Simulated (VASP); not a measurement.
# TiO2 (e600) (P4_2/mnm) in VASP: single point with PBEsol

Aim: the single point of TiO2 (e600) with PBEsol.

Program: VASP 6.6.1. These are calculated values, not measurements. Logs are shortened: lines on timing, memory, paths and dates and some standing lists are left out, and cuts for length are marked.

**Measured values to compare with.**

From “Shallow Valence Band of Rutile GeO2 and P-type Doping”, 2020, arxiv:2011.08928, for a bulk crystal of TiO2 at 1.6 K: band gap 3.03 eV (direct).

How close the calculation comes is told below.

### Step 1. The cell of the first run

It takes space group P4_2/mnm (No. 136, tetragonal). The conventional cell has a = 4.592 Å, b = 4.592 Å, c = 2.939 Å, α = 90.00°, β = 90.00°, γ = 90.00°. Within 2.6 Å of Ti (site symmetry mmm) lie 6 O at 1.94 to 1.98 Å. Within 2.6 Å of O (site symmetry m2m) lie 3 Ti at 1.94 to 1.98 Å and 1 O at 2.54 Å.

### Step 2. Single point, PBEsol

File INCAR:

```
PREC = Accurate ; ENCUT = 520
EDIFF = 1E-7 ; ISMEAR = 0
SIGMA = 0.02 ; LREAL = F
LASPH = T ; NELM = 100
ALGO = Normal ; ISIF = 2
LWAVE = F ; LCHARG = T
GGA = PS ; LELF = T
LVHAR = T ; NBANDS = 33
```

File KPOINTS:

```
regular mesh
0
Gamma
  6 6 10
```

File POSCAR:

```
TiO2
1.0
    4.5915991500      0.0000000000      0.0000000000
    0.0000000000      4.5915991500      0.0000000000
    0.0000000000      0.0000000000      2.9390735211
Ti O
2 4
Direct
    0.0000000000      0.0000000000      0.0000000000
    0.5000000000      0.5000000000      0.5000000000
    0.3044221961      0.3044221961      0.0000000000
    0.1955778039      0.8044221961      0.5000000000
    0.6955778039      0.6955778039      0.0000000000
    0.8044221961      0.1955778039      0.5000000000
```

Potentials or basis: VASP PAW PBE potentials, release 64 (Ti_sv, O).

Started as:

```sh
$ cat potpaw_PBE.64/Ti_sv/POTCAR potpaw_PBE.64/O/POTCAR > POTCAR
$ mpirun -np 1 vasp_std > vasp.out
```

OUTCAR:

```text
PREC = Accurate
   ENCUT = 520
   EDIFF = 1E-7
   ISMEAR = 0
   LREAL = F
   LASPH = T
   NELM = 100
   ISIF = 2
   GGA = PS

 ion  position               nearest neighbor table
   1  0.000  0.000  0.000-   4 1.94   6 1.94   4 1.94   6 1.94   5 1.98   3 1.98
   2  0.500  0.500  0.500-   3 1.94   5 1.94   3 1.94   5 1.94   4 1.98   6 1.98
   3  0.304  0.304  0.000-   2 1.94   2 1.94   1 1.98
   4  0.196  0.804  0.500-   1 1.94   1 1.94   2 1.98
   5  0.696  0.696  0.000-   2 1.94   2 1.94   1 1.98
   6  0.804  0.196  0.500-   1 1.94   1 1.94   2 1.98

  LATTYP: Found a simple tetragonal cell.
 ALAT       =     4.5915991500
 C/A-ratio  =     0.6400980192

  Lattice vectors:

 A1 = (   4.5915991500,   0.0000000000,   0.0000000000)
 A2 = (   0.0000000000,   4.5915991500,   0.0000000000)
 A3 = (   0.0000000000,   0.0000000000,   2.9390735211)

Analysis of symmetry for initial positions (statically):
=====================================================================
 Subroutine PRICEL returns:
 Original cell was already a primitive cell.

 Routine SETGRP: Setting up the symmetry group for a
 simple tetragonal supercell.

 Subroutine GETGRP returns: Found 16 space group operations
 (whereof  8 operations were pure point group operations)
 out of a pool of 16 trial point group operations.

The static configuration has the point symmetry D_2h.
 The point group associated with its full space group is D_4h.

Analysis of symmetry for dynamics (positions and initial velocities):
=====================================================================
 Subroutine PRICEL returns:
 Original cell was already a primitive cell.

 Routine SETGRP: Setting up the symmetry group for a
 simple tetragonal supercell.

 Subroutine GETGRP returns: Found 16 space group operations
 (whereof  8 operations were pure point group operations)
 out of a pool of 16 trial point group operations.

The dynamic configuration has the point symmetry D_2h.
 The point group associated with its full space group is D_4h.

 Subroutine INISYM returns: Found 16 space group operations
 (whereof  8 operations are pure point group operations),
 and found     1 'primitive' translations

----------------------------------------------------------------------------------------

                                     Primitive cell

  volume of cell :      61.9638

  direct lattice vectors                    reciprocal lattice vectors
     4.591599150  0.000000000  0.000000000     0.217789046  0.000000000  0.000000000
     0.000000000  4.591599150  0.000000000     0.000000000  0.217789046  0.000000000
     0.000000000  0.000000000  2.939073521     0.000000000  0.000000000  0.340243275

  length of vectors
     4.591599150  4.591599150  2.939073521     0.217789046  0.217789046  0.340243275

  position of ions in fractional coordinates (direct lattice)
     0.000000000  0.000000000  0.000000000
     0.500000000  0.500000000  0.500000000
     0.304422196  0.304422196  0.000000000
     0.195577804  0.804422196  0.500000000
     0.695577804  0.695577804  0.000000000
     0.804422196  0.195577804  0.500000000

  ion indices of the primitive-cell ions
   primitive index   ion index
                 1           1
                 2           2
                 3           3
                 4           4
                 5           5
                 6           6

----------------------------------------------------------------------------------------

 KPOINTS: regular mesh

Automatic generation of k-mesh.
 Grid dimensions read from file:
 generate k-points for:    6    6   10

 Generating k-lattice:

  Cartesian coordinates                     Fractional coordinates (reciprocal lattice)
     0.036298174  0.000000000  0.000000000     0.166666667  0.000000000  0.000000000
     0.000000000  0.036298174  0.000000000     0.000000000  0.166666667  0.000000000
     0.000000000  0.000000000  0.034024327     0.000000000  0.000000000  0.100000000

  Length of vectors
     0.036298174  0.036298174  0.034024327

  Shift w.r.t. Gamma in fractional coordinates (k-lattice)
     0.000000000  0.000000000  0.000000000

 Subroutine IBZKPT returns following result:
 ===========================================

 Found     60 irreducible k-points:

 Following reciprocal coordinates:
            Coordinates               Weight
  0.000000  0.000000  0.000000      1.000000
  0.166667  0.000000  0.000000      4.000000
  0.333333  0.000000  0.000000      4.000000
  0.500000  0.000000  0.000000      2.000000
  0.166667  0.166667  0.000000      4.000000
  0.333333  0.166667  0.000000      8.000000
[... 16 lines left out ...]
  0.333333  0.000000  0.200000      8.000000
  0.500000  0.000000  0.200000      4.000000
 [... further k-points ...]
   k-points           NKPTS =     60   k-points in BZ     NKDIM =     60   number of bands    NBANDS=     33
   number of dos      NEDOS =    301   number of ions     NIONS =      6
   total plane-waves  NPLWV =  31104
   dimension x,y,z NGX =    36 NGY =   36 NGZ =   24
   dimension x,y,z NGXF=    72 NGYF=   72 NGZF=   48
   ions per type =               2   4
   NGX,Y,Z   is equivalent  to a cutoff of  13.03, 13.03, 13.58 a.u.
   NGXF,Y,Z  is equivalent  to a cutoff of  26.07, 26.07, 27.15 a.u.
 SYSTEM =  unknown system
   PREC   = accura    normal or accurate (medium, high low for compatibility)
   ISTART =      0    job   : 0-new  1-cont  2-samecut
   ICHARG =      2    charge: 1-file 2-atom 10-const
   ISPIN  =      1    spin polarized calculation?
   LNONCOLLINEAR =      F non collinear calculations
   LSORBIT =      F    spin-orbit coupling
   LASPH  =      T    aspherical Exc in radial PAW
   ENCUT  =  520.0 eV  38.22 Ry    6.18 a.u.   8.54  8.54  5.46*2*pi/ulx,y,z
   NELM   =    100;   NELMIN=  2; NELMDL= -5     # of ELM steps
   EDIFF  = 0.1E-06   stopping-criterion for ELM
   LREAL  =      F    real-space projection
   EDIFFG = 0.1E-05   stopping-criterion for IOM
   NSW    =      0    number of steps for IOM
   IBRION =     -1    ionic relax: 0-MD 1-quasi-New 2-CG
   NFREE  =      0    steps in history (QN), initial steepest desc. (CG)
   ISIF   =      2    stress and relaxation
   ISYM   =      2    0-nonsym 1-usesym 2-fastsym
   POTIM  = 0.5000    time-step for ionic-motion
   TEBEG  =    0.0;   TEEND  =   0.0 temperature during run
   PSTRESS=    0.0 pullay stress
   NELECT =      48.0000    total number of electrons
   NUPDOWN=      -1.0000    fix difference up-down
   EMIN   =  10.00;   EMAX   =-10.00  energy-range for DOS
   EFERMI =   0.00;   METHOD = LEGACY
   ISMEAR =     0;   SIGMA  =   0.02  broadening in eV -4-tet -1-fermi 0-gaus
   EFERMI_NEDOS =   21; number of points for ismear=-14 and -15
   IALGO  =     38    algorithm
   IMIX   =      4    mixing-type and parameters
     AMIX     =   0.40;   BMIX     =  1.00
     AMIX_MAG =   1.60;   BMIX_MAG =  1.00
  volume/ion in A,a.u.               =      10.33        69.69
  Fermi-wavevector in a.u.,A,eV,Ry     =   1.503520  2.841240 30.756941  2.260571
  Thomas-Fermi vector in A             =   2.614619
   LORBIT       =      0    0 simple, 1 ext, 2 COOP (PROOUT), +10 PAW based schemes
   GGA     = PS    functional components
   LHFCALC =     F    Hartree Fock is set to
   AEXX    =    0.0000 exact exchange contribution
   IVDW    =     0    specifies the selected vdW correction
   LEPSILON=     F    determine dielectric tensor
   LRPA    =     F    only Hartree local field effects (RPA)
 non-spin polarized calculation
 Gauss-broadening in eV      SIGMA  =   0.02
  energy-cutoff  :      520.00
  volume of cell :       61.96
 maximum number of plane-waves:      1696
 NGX is ok and might be reduce to    36
   NGX = 17   NGY = 17   NGZ = 11

 number of electron      48.0000020 magnetization

 Free energy of the ion-electron system (eV)
  ---------------------------------------------------
  ext. energy  EPLUGINS =         0.00000000
  ---------------------------------------------------
  free energy    TOTEN  =       -56.09839966 eV

  energy without entropy =      -56.09839966  energy(sigma->0) =      -56.09839966

 E-fermi :   5.0009     XC(G=0): -11.7417

 val. band max:        4.7996292773   @ k =   0.0000   0.0000   0.0000
 cond. band min:       6.6397143263   @ k =   0.0000   0.0000   0.0000
 fundamental gap:      1.8400850490
 Fermi energy:         5.0008705893

 k-point     1 :       0.0000    0.0000    0.0000
  band No.  band energies     occupation
      1     -51.8239      2.00000
      2     -51.8056      2.00000
      3     -28.2544      2.00000
      4     -28.2544      2.00000
      5     -28.0800      2.00000
      6     -28.0800      2.00000
[... 25 lines left out ...]
     32      11.5216      0.00000
     33      11.5380      0.00000

 k-point     2 :       0.1667    0.0000    0.0000
  band No.  band energies     occupation
      1     -51.8227      2.00000
      2     -51.8068      2.00000
      3     -28.2451      2.00000
      4     -28.2442      2.00000
      5     -28.0915      2.00000
      6     -28.0905      2.00000
[... 25 lines left out ...]
     32      11.4255      0.00000
     33      11.4458      0.00000

 k-point     3 :       0.3333    0.0000    0.0000
  band No.  band energies     occupation
      1     -51.8193      2.00000
      2     -51.8101      2.00000
      3     -28.2200      2.00000
      4     -28.2176      2.00000
      5     -28.1204      2.00000
      6     -28.1178      2.00000
[... 25 lines left out ...]
     32      11.2335      0.00000
     33      11.2725      0.00000

 k-point     4 :       0.5000    0.0000    0.0000
  band No.  band energies     occupation
      1     -51.8147      2.00000
      2     -51.8147      2.00000
      3     -28.1976      2.00000
      4     -28.1976      2.00000
      5     -28.1415      2.00000
      6     -28.1415      2.00000
[... 673 lines left out ...]
     32      10.8034      0.00000
     33      11.0173      0.00000

 k-point    23 :       0.3333    0.0000    0.2000
  band No.  band energies     occupation
      1     -51.8029      2.00000
      2     -51.7955      2.00000
      3     -28.2227      2.00000
      4     -28.2015      2.00000
      5     -28.1755      2.00000
      6     -28.1606      2.00000
[... 25 lines left out ...]
     32      10.4028      0.00000
     33      11.0150      0.00000

 k-point    24 :       0.5000    0.0000    0.2000
  band No.  band energies     occupation
      1     -51.7992      2.00000
      2     -51.7992      2.00000
      3     -28.2144      2.00000
      4     -28.2144      2.00000
      5     -28.1547      2.00000
      6     -28.1547      2.00000
[... 25 lines left out ...]
     32      10.2169      0.00000
     33      11.4071      0.00000

 [... further k-points ...]
[... 5 lines left out ...]
  --------------------------------------------------------------------------------------
  -------------------------------------------------------------------------------------
  Total        0.2003395      0.2003395      0.3150094      0.0000000      0.0000000      0.0000000
  in kB        5.1801064      5.1801064      8.1450868      0.0000000      0.0000000      0.0000000
  external PRESSURE =       6.1684332 kB  Pullay stress =       0.0000000 kB

 VOLUME and BASIS-vectors are now :
 -----------------------------------------------------------------------------
  energy-cutoff  :      520.00
  volume of cell :       61.96
      direct lattice vectors                 reciprocal lattice vectors
     4.591599150  0.000000000  0.000000000     0.217789046  0.000000000  0.000000000
     0.000000000  4.591599150  0.000000000     0.000000000  0.217789046  0.000000000
     0.000000000  0.000000000  2.939073521     0.000000000  0.000000000  0.340243275

 POSITION                                       TOTAL-FORCE (eV/Angst)
 -----------------------------------------------------------------------------------
      0.00000      0.00000      0.00000         0.000000      0.000000     -0.000000
      2.29580      2.29580      1.46954         0.000000      0.000000     -0.000000
      1.39778      1.39778      0.00000        -0.015453     -0.015453      0.000000
      0.89801      3.69358      1.46954         0.015453     -0.015453     -0.000000
      3.19381      3.19381      0.00000         0.015453      0.015453     -0.000000
      3.69358      0.89801      1.46954        -0.015453      0.015453     -0.000000
 -----------------------------------------------------------------------------------
    total drift:                                0.000000      0.000000      0.000000

  FREE ENERGIE OF THE ION-ELECTRON SYSTEM (eV)
  ---------------------------------------------------
  free  energy   TOTEN  =       -56.0983996552 eV

  energy  without entropy=      -56.0983996552  energy(sigma->0) =      -56.09839966
```

It took 2.2 min on 1 thread of Intel Xeon 6975P-C, shared host; peak memory 0.24 GiB.

Results:

| Quantity | Value |
| --- | --- |
| Free energy | -56.0984 eV |
| Pressure | 0.6 GPa |
| Largest force | 0.022 eV/Å |
| Band gap on the k mesh | 1.84 eV, direct |

Forces in eV/Å, atoms in the order of the input:
```
Ti   0.000  0.000  0.000
Ti   0.000  0.000  0.000
O   -0.015 -0.015  0.000
O    0.015 -0.015  0.000
O    0.015  0.015  0.000
O   -0.015  0.015  0.000
```

Levels at points of the mesh, in eV from the valence-band top:
```csv
k point,band 22,band 23,band 24,band 25,band 26,band 27
"(0.00, 0.00, 0.00)",-0.46,-0.46,0.00,1.84,2.12,2.42
"(0.50, 0.00, 0.00)",-1.63,-0.76,-0.76,2.52,2.52,3.05
"(0.50, 0.50, 0.00)",-1.29,-1.08,-1.08,1.88,1.88,2.54
"(0.00, 0.00, 0.50)",-2.43,-1.45,-1.45,2.99,2.99,3.24
"(0.50, 0.00, 0.50)",-2.08,-1.06,-1.06,1.88,1.88,3.26
"(0.50, 0.50, 0.50)",-1.31,-0.68,-0.68,2.60,2.60,3.21
```

Caveat: the PAW data sets were made with another functional, which shifts forces and pressure a little.

### Step 3. Comparison with measurements

Step 2. A measured gap of TiO2 is 3.03 eV (direct; 1.6 K; quoted in “Shallow Valence Band of Rutile GeO2 and P-type Doping”, 2020, arxiv:2011.08928); the calculated 1.84 eV misses it by -1.19 eV. 2 values of this kind are on record in papers (3.03 to 3.05 eV); this one was drawn at random among those near their median. The value is that of PBEsol on a finite k mesh, which can miss the band edges, without temperature or zero-point motion. Semilocal functionals fall short of measured gaps as a rule.
